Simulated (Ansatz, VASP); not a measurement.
## KIr in VASP and in Ansatz

INCAR

```
SYSTEM = KIr
PREC = Accurate
ENCUT = 600
EDIFF = 1E-6
ISMEAR = -1
SIGMA = 0.05
LREAL = .False.
LASPH = .True.
NELM = 80
ALGO = Normal
ISIF = 3
LWAVE = .False.
LCHARG = .False.
GGA = CA
IBRION = 2
NSW = 40
EDIFFG = -0.005
```

File KPOINTS:

```
Automatic mesh
0
Gamma
  10 10 10
  0 0 0
```

File POSCAR:

```
KIr
1.0
    3.4457357822      0.0000000000      0.0000000000
    0.0000000000      3.4457357822      0.0000000000
    0.0000000000      0.0000000000      3.4457357822
K Ir
1 1
Direct
    0.0000000000      0.0000000000      0.0000000000
    0.5000000000      0.5000000000      0.5000000000
```

Input for Ansatz:

```yaml
crystal:
  lattice:
    - [3.4457357822, 0.0, 0.0]
    - [0.0, 3.4457357822, 0.0]
    - [0.0, 0.0, 3.4457357822]
  atoms:
    - { symbol: K, position: [0.0, 0.0, 0.0] }
    - { symbol: Ir, position: [0.5, 0.5, 0.5] }
kpoints:
  mp_grid: { grid: [10, 10, 10] }
scf:
  occupations: { method: fermi_dirac, width: 0.05 }
hamiltonian:
  xc: lda
  pseudopotentials:
    kind: all_electron
    lapw: { basis_error: 0.0005 }
    relativity: none
output:
  forces: true
  stress: true
  eigenvalues: true
relax:
  f_tol: 0.005
  max_steps: 20
  cell: {}
```

Alike in both runs: task relaxation of cell and atoms; functional LDA; k mesh 10 × 10 × 10; occupations fermi-dirac, width 0.05 eV; no spin polarisation.

|  | VASP | Ansatz |
| --- | --- | --- |
| version | VASP 6.6.1 | Ansatz 0.2.0 |
| potentials or method | VASP PAW LDA potentials, release 64 (K_sv, Ir), cutoff 600 eV | all-electron LAPW, non-relativistic |

VASP gave:

```
relaxed volume (Å³/atom)                                                      : 20.67
relaxed length of the cell vector where the two differ most in proportion (Å) : 3.458
```

Problem. Estimate Ansatz's values.

Solution. Relaxed volume (Å³/atom): 21.11; relaxed length of the cell vector where the two differ most in proportion (Å): 3.482.

LDA's correlation is that of Perdew and Zunger in VASP and of Perdew and Wang (1992) in Ansatz. Ansatz ran all-electron here, and VASP with PAW potentials.

Neither program's run includes spin-orbit coupling.
